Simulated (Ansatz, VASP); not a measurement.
# One calculation of HfO2, two programs

```
Hf O
1.0
     0.00000    2.55750    2.53193
     2.55750    0.00000    2.53193
     2.55750    2.55750    0.00000
Hf O
1 2
Direct
  0.00000 0.00000 0.00000
  0.25000 0.25000 0.25000
  0.75000 0.75000 0.75000
```

Change from the starting cell: z stretched by -1 %, ions relaxed.

Alike in both runs: task relaxation of the atoms; functional PBE; k mesh 10 × 10 × 10; occupations fermi-dirac, width 0.02 eV; no spin polarisation.

|  | VASP | Ansatz |
| --- | --- | --- |
| version | VASP 6.6.1 | Ansatz 0.2.0 |
| potentials or method | VASP PAW PBE potentials, release 64 (Hf_pv, O) | plane-wave PAW, scalar-relativistic |
| plane-wave cutoff (eV) | 520 | 420 |
| valence electrons in the cell | 22 | 38 |

Ansatz gave:

| Property | Result |
| --- | --- |
| gap on the k mesh at the Fermi level, each at its own relaxed structure (eV) | 3.67 |

Task: What did VASP give for the same quantities?

Result: gap on the k mesh at the Fermi level, each at its own relaxed structure (eV): 3.68.

VASP's potentials hold 22 valence electrons a cell and Ansatz's 38, so a difference there can come from the potentials and not from the codes. Ansatz's warnings: stress scf threshold loose.

Spin-orbit coupling is off throughout. Noted on VASP's run: the relaxation stopped at its first step, so nothing moved.
